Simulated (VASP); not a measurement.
## Sb: single point with PBEsol

Sb:

```
Sb
1.0
    -2.86169    2.86169    2.86142
     2.86169   -2.86169    2.86142
     2.86169    2.86169   -2.86142
Sb
4
Direct
  0.74976 0.24976 0.99952
  0.24976 0.25024 0.50000
  0.25024 0.75024 0.00048
  0.75024 0.74976 0.50000
```

This isn't the form of Sb at room conditions, which is rhombohedral.

```yaml
Program: VASP 6.6.1
Task: single point
Functional: PBEsol
Potentials_or_basis: VASP PAW PBE potentials, release 64 (Sb_d_GW)
Cutoff: 500 eV
k_mesh: 7 × 7 × 7
Occupations: fermi-dirac, width 0.05 eV
Spin: no spin polarisation
Dipole_correction: no
Further_INCAR_settings: ALGO = Normal; EDIFF = 1e-06; NBANDS = 38
```

```
Pressure               : 20.0 GPa
Band gap on the k mesh : zero (bands 30 and 31 overlap by 2.21 eV)
```

Levels at points of the mesh, in eV from the Fermi level:
```csv
k point,band 26,band 27,band 28,band 29,band 30,band 31,band 32,band 33,band 34,band 35
"(0.00, 0.00, 0.00)",-4.72,-4.72,-4.72,-4.72,-4.72,1.18,1.18,1.18,3.86,3.86
```

Run time: 3.6 min on 1 thread of Intel(R) Xeon(R) Platinum 8375C CPU @ 2.90GHz (Ice Lake) (shared host), peak memory 0.27 GiB.

Caveat: the cell stands under pressure; the PAW data sets were made with another functional, which shifts forces and pressure a little; spin-orbit coupling is left out, which moves the levels of the heavy elements.
